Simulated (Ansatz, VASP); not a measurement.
# Ni in VASP and in Ansatz

File INCAR:

```
SYSTEM = Ni
  PREC = Accurate
  ENCUT = 600
  EDIFF = 1E-7
  ISMEAR = -1
  SIGMA = 0.1
  LREAL = .FALSE.
  LASPH = .TRUE.
  NELM = 120
  ALGO = Normal
  ISIF = 3
  LWAVE = .FALSE.
  LCHARG = .FALSE.
  GGA = PS
  IBRION = 2
  NSW = 80
  EDIFFG = -0.01
  GGA_COMPAT = .FALSE.
  NELMIN = 4
```

The input KPOINTS:

```
Automatic mesh
0
G
  6 6 6
  0 0 0
```

Contents of POSCAR:

```
Ni
1.0
    4.4398105893      0.0000000000      0.0000000000
    0.0000000000      4.4398105893      0.0000000000
    0.0000000000      0.0000000000      4.4398105893
Ni
8
Direct
    0.0000000000      0.0000000000      0.0000000000
    0.5000000000      0.5000000000      0.5000000000
    0.2500000000      0.0000000000      0.5000000000
    0.7500000000      0.0000000000      0.5000000000
    0.5000000000      0.2500000000      0.0000000000
    0.5000000000      0.7500000000      0.0000000000
    0.0000000000      0.5000000000      0.2500000000
    0.0000000000      0.5000000000      0.7500000000
```

Input for Ansatz:

```yaml
crystal:
  lattice:
    - [4.4398105893, 0.0, 0.0]
    - [0.0, 4.4398105893, 0.0]
    - [0.0, 0.0, 4.4398105893]
  atoms:
    - { symbol: Ni, position: [0.0, 0.0, 0.0] }
    - { symbol: Ni, position: [0.5, 0.5, 0.5] }
    - { symbol: Ni, position: [0.25, 0.0, 0.5] }
    - { symbol: Ni, position: [0.75, 0.0, 0.5] }
    - { symbol: Ni, position: [0.5, 0.25, 0.0] }
    - { symbol: Ni, position: [0.5, 0.75, 0.0] }
    - { symbol: Ni, position: [0.0, 0.5, 0.25] }
    - { symbol: Ni, position: [0.0, 0.5, 0.75] }
hamiltonian:
  xc: pbesol
  pseudopotentials:
    kind: paw
    azcp:
      Ni: "pseudopotentials/Ni.paw.azcp"
basis:
  ecutwfc: 420
  fft_grid_basis: typed
kpoints:
  mp_grid: { grid: [6, 6, 6], shift: [0, 0, 0] }
magnetization:
  spin_polarized: false
scf:
  occupations: { method: fermi_dirac, width: 0.1 }
relax:
  max_steps: 60
  f_tol: 0.01
  cell: {}
```

Alike in both runs: task relaxation of cell and atoms; functional PBEsol; k mesh 6 × 6 × 6; occupations fermi-dirac, width 0.1 eV; no spin polarisation.

|  | VASP | Ansatz |
| --- | --- | --- |
| version | VASP 6.6.1 | Ansatz 0.2.0 |
| potentials or method | VASP PAW PBE potentials, release 64 (Ni), cutoff 600 eV | plane waves (420 eV) with PAW, scalar-relativistic |
| valence electrons in the cell | 80 | 144 |

```tsv
	VASP	Ansatz	Ansatz less VASP
relaxed volume (Å³/atom)	10.58	10.58	+0.005
relaxed cell length with the largest relative difference (Å)	4.390	4.391	+0.0007
```

VASP's potentials were made for PBE, not for PBEsol, and Ansatz warns of the same on its side. VASP's potentials hold 80 valence electrons a cell and Ansatz's 144, so a difference there can come from the potentials and not from the codes.
